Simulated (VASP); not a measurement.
# MgAs2C: single point with PBE

Crystal: MgAs2C.

```
Mg As C
1.0
    -2.92426    2.92426    4.17682
     2.92426   -2.92426    4.17682
     2.92426    2.92426   -4.17682
Mg As C
2 4 2
Direct
  0.00000 0.00000 0.00000
  0.75000 0.25000 0.50000
  0.37500 0.46052 0.58552
  0.21052 0.62500 0.08552
  0.87500 0.78948 0.41448
  0.53948 0.12500 0.91448
  0.50000 0.50000 0.00000
  0.25000 0.75000 0.50000
```

```
Program             : VASP 6.6.1
Task                : single point
Functional          : PBE
Potentials or basis : VASP PAW PBE potentials, release 64 (Mg, As, C)
Cutoff              : 520 eV
k mesh              : 6 × 6 × 6
Occupations         : fermi-dirac, width 0.02 eV
Spin                : no spin polarisation
```

- Pressure: 0.3 GPa
- Largest force: 0.051 eV/Å
- Band gap on the k mesh: 0.03 eV, direct

Forces on the atoms (eV/Å):
```
Mg   0.000  0.000  0.000
Mg   0.000  0.000  0.000
As  -0.051  0.000  0.000
As   0.000 -0.051  0.000
As   0.051  0.000  0.000
As   0.000  0.051  0.000
C    0.000  0.000  0.000
C    0.000  0.000  0.000
```

Stress tensor (GPa, compression positive):
```
0.32 0.00 0.00
0.00 0.32 0.00
0.00 0.00 0.21
```

Levels at points of the mesh, in eV from the valence-band top:
```
           k point  band 13  band 14  band 15  band 16  band 17  band 18  band 19  band 20
(0.00, 0.00, 0.00)    -2.64    -1.26    -1.26     0.00     0.03     0.60     1.15     2.90
(0.50, 0.00, 0.00)    -2.16    -2.10    -1.13    -1.02     1.13     1.61     2.32     3.15
(0.50, 0.50, 0.00)    -1.88    -1.88    -1.36    -1.36     1.02     1.02     2.13     2.13
(0.50, 0.50, 0.50)    -3.36    -3.36    -0.58    -0.58     0.34     0.34     2.03     2.03
```

Run time: 2 min on 1 thread of Intel(R) Xeon(R) Platinum 8488C (Sapphire Rapids) (shared host), peak memory 0.38 GiB.

A k mesh can miss the band edges.
